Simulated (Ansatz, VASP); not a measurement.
**Al in VASP and in Ansatz**

The input INCAR:

```
SYSTEM = Al
PREC     = Accurate       ! precision mode
ENCUT    = 520            ! plane-wave cutoff, eV
EDIFF    = 1E-6           ! SCF threshold, eV
ISMEAR   = 0              ! smearing method
SIGMA    = 0.15           ! smearing width, eV
LREAL    = .FALSE.        ! projectors in reciprocal space
LASPH    = .TRUE.         ! aspherical terms in the spheres
NELM     = 100            ! most SCF steps
ALGO     = Fast           ! electronic algorithm
ISIF     = 2              ! what is computed and relaxed
LWAVE    = .FALSE.        ! write WAVECAR
LCHARG   = .FALSE.        ! write CHGCAR
GGA      = PE             ! functional
NBANDS   = 8              ! bands
```

File KPOINTS:

```
Automatic mesh
0
G
  20 20 20
  0 0 0
```

File POSCAR:

```
Al
1.0
    0.0000000000      2.0745795000      2.1251790000
    2.0745795000      0.0000000000      2.1251790000
    2.0745795000      2.0745795000      0.0000000000
Al
1
Direct
    0.0000000000      0.0000000000      0.0000000000
```

Input for Ansatz:

```yaml
crystal:
  lattice:
    - [0.0, 2.0745795, 2.125179]
    - [2.0745795, 0.0, 2.125179]
    - [2.0745795, 2.0745795, 0.0]
  atoms:
    - { symbol: Al, position: [0.0, 0.0, 0.0] }
basis:
  ecutwfc: 420
kpoints:
  mp_grid: { grid: [20, 20, 20] }
hamiltonian:
  xc: pbe
scf:
  occupations: { method: gaussian, width: 0.15 }
output:
  forces: true
  stress: true
  eigenvalues: true
```

Change from the starting cell: strain +0.025 along x and y, +0.050 along z, atoms carried along.

Alike in both runs: task single point; functional PBE; k mesh 20 × 20 × 20; occupations gaussian, width 0.15 eV; no spin polarisation.

```csv
,VASP,Ansatz
version,VASP 6.6.1,Ansatz 0.2.0
potentials or method,"VASP PAW PBE potentials, release 64 (Al), cutoff 520 eV","scalar-relativistic, plane waves, PAW"
valence electrons in the cell,3,3
```

|  | VASP | Ansatz | Ansatz less VASP |
| --- | --- | --- | --- |
| gap on the k mesh at the Fermi level (eV) | none | none | - |
| pressure (GPa) | -6.3 | -6.3 | +0.03 |
| traceless stress, the component that is largest in VASP (GPa) | -0.75 | -0.76 | -0.007 |

A gap of «none» marks a metal or a gap that the smearing closes.
